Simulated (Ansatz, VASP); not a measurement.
**Pb: VASP beside Ansatz**

File INCAR:

```
  PREC = Accurate
  ENCUT = 500
  EDIFF = 1E-6
  ISMEAR = 1
  SIGMA = 0.15
  LREAL = False
  LASPH = True
  NELM = 120
  ALGO = Normal
  ISIF = 2
  LWAVE = False
  LCHARG = False
  NBANDS = 13
  GGA_COMPAT = False
```

KPOINTS

```
regular mesh
0
Gamma
  8 8 8
```

Contents of POSCAR:

```
Pb
1.0
   -1.9796595000      1.9796595000      1.9796595000
    1.9796595000     -1.9796595000      1.9796595000
    1.9796595000      1.9796595000     -1.9796595000
Pb
1
Direct
    0.0000000000      0.0000000000      0.0000000000
```

Input for Ansatz:

```yaml
crystal:
  lattice:
    bravais: bcc
    a: 3.959319
  space_group: 229
  atoms:
    - { symbol: Pb, position: [0.0, 0.0, 0.0] }
  reduce_to_primitive: true
kpoints:
  mp_grid:
    grid: [8, 8, 8]
hamiltonian:
  xc: lda
  pseudopotentials:
    kind: all_electron
    lapw: {}
scf:
  convergence:
    dr2_threshold: 1.0e-08
  occupations:
    method: methfessel_paxton
    width: 0.15
output:
  forces: true
  stress: true
  eigenvalues: true
```

Alike in both runs: task single point; functional LDA; k mesh 8 × 8 × 8; occupations methfessel-paxton of order 1, width 0.15 eV; no spin polarisation.

|  | VASP | Ansatz |
| --- | --- | --- |
| version | VASP 6.6.1 | Ansatz 0.2.0 |
| potentials or method | VASP PAW LDA potentials, release 64 (Pb_d), cutoff 500 eV | all-electron (LAPW or listed datasets) |

```tsv
	VASP	Ansatz	Ansatz less VASP
gap on the k mesh at the Fermi level (eV)	none	none	-
pressure (GPa)	-2.9	-3.0	-0.09
```

LDA's correlation is that of Perdew and Zunger in VASP and of Perdew and Wang (1992) in Ansatz. A gap of «none» marks a metal or a gap that the smearing closes. Ansatz ran all-electron here, and VASP with PAW potentials.

Neither program's run includes spin-orbit coupling.
